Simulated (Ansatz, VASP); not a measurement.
# One calculation of ZrS2, two programs

```
Zr S
1.0
     3.64830    0.00000    0.00000
    -1.82415    3.15952    0.00000
     0.00000    0.00000    5.82263
Zr S
1 2
Cartesian
  0.0000 0.0000 0.0000
  1.8241 1.0532 4.3666
  0.0000 2.1063 1.4560
```

Alike in both runs: functional PBE; dispersion D4; k mesh 9 × 9 × 6; occupations gaussian, width 0.02 eV; no spin polarisation.

Ansatz relaxed the structure, and its values are those at the end. VASP's run is a single point on that final structure, the one shown.

```csv
,VASP,Ansatz
version,VASP 6.6.1,Ansatz 0.2.0
potentials or method,"VASP PAW PBE potentials, release 64 (Zr_sv, S), cutoff 500 eV","scalar-relativistic, plane waves, PAW"
valence electrons in the cell,24,24
```

```tsv
	VASP	Ansatz	Ansatz less VASP
gap on the k mesh at the Fermi level (eV)	0.83	0.83	-0.003
least direct gap on the mesh (eV)	1.51	1.50	-0.009
pressure (GPa)	0.0	0.0	+0.03
rms of the force components (eV/Å)	0.004	0.000	-0.0034
```
